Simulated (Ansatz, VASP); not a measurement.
**One calculation of Ir, two programs**

Contents of INCAR:

```
PREC = Accurate
ENCUT = 520
EDIFF = 1E-6
ISMEAR = -1
SIGMA = 0.15
LREAL = F
LASPH = T
NELM = 150
ALGO = Fast
ISIF = 2
LWAVE = F
LCHARG = T
ISPIN = 2
MAGMOM = 1
LORBIT = 11
NUPDOWN = 1.0
LMAXMIX = 4
GGA = B5
ALDAX = 1.0
AGGAX = 1.0
AGGAC = 1.0
ALDAC = 0.0
LELF = T
LVHAR = T
NBANDS = 14
```

The input KPOINTS:

```
Automatic mesh
0
Gamma
  12 12 12
```

The input POSCAR:

```
Ir
1.0
    0.0000000000      1.9653779541      1.9653779541
    1.9653779541      0.0000000000      1.9653779541
    1.9653779541      1.9653779541      0.0000000000
Ir
1
Direct
    0.0000000000      0.0000000000      0.0000000000
```

Contents of input.yaml:

```yaml
crystal:
  lattice:
    - [0.0, 1.9653779541, 1.9653779541]
    - [1.9653779541, 0.0, 1.9653779541]
    - [1.9653779541, 1.9653779541, 0.0]
  atoms:
    - { symbol: Ir, position: [0.0, 0.0, 0.0], spin: 1.0 }
kpoints:
  mp_grid: { grid: [12, 12, 12] }
  band_path:
    path:
      - [0.0, 0.0, 0.0]
      - [0.5, 0.0, 0.5]
      - [0.5, 0.25, 0.75]
      - [0.375, 0.375, 0.75]
      - [0.0, 0.0, 0.0]
      - [0.5, 0.5, 0.5]
      - [0.625, 0.25, 0.625]
      - [0.5, 0.25, 0.75]
    npoints: 10
scf:
  occupations: { method: fermi_dirac, width: 0.15 }
hamiltonian:
  xc: blyp
  pseudopotentials: { kind: all_electron, lapw: { basis_error: 0.001 } }
magnetization:
  spin_polarized: true
  initial_magnetization: 1.0
  spin_locking: { lock_magnetization: hard }
output:
  forces: true
  stress: true
  eigenvalues: true
  fatbands: true
  dos: { projected: true, de: 0.2, e_range: [-10, 10] }
  populations: true
```

Change from the starting cell: volume scaled by 1.08.

Alike in both runs: functional BLYP; k mesh 12 × 12 × 12; occupations fermi-dirac, width 0.15 eV; collinear spin; fixed moment 1 μB.

|  | VASP | Ansatz |
| --- | --- | --- |
| version | VASP 6.6.1 | Ansatz 0.2.0 |
| potentials or method | VASP PAW PBE potentials, release 64 (Ir), cutoff 520 eV | all-electron LAPW, scalar-relativistic |
| task | single point | projected density of states |

|  | VASP | Ansatz | Ansatz less VASP |
| --- | --- | --- | --- |
| pressure (GPa) | 12.6 | 10.1 | -2.50 |
| size of the moment on the site where the two differ most (μB) | 0.98 | 0.99 | +0.008 |

VASP's potentials were made for PBE, not for BLYP. Site moments also hang on the region over which each program counts them. Ansatz ran all-electron here, and VASP with PAW potentials.

Neither program's run includes spin-orbit coupling.
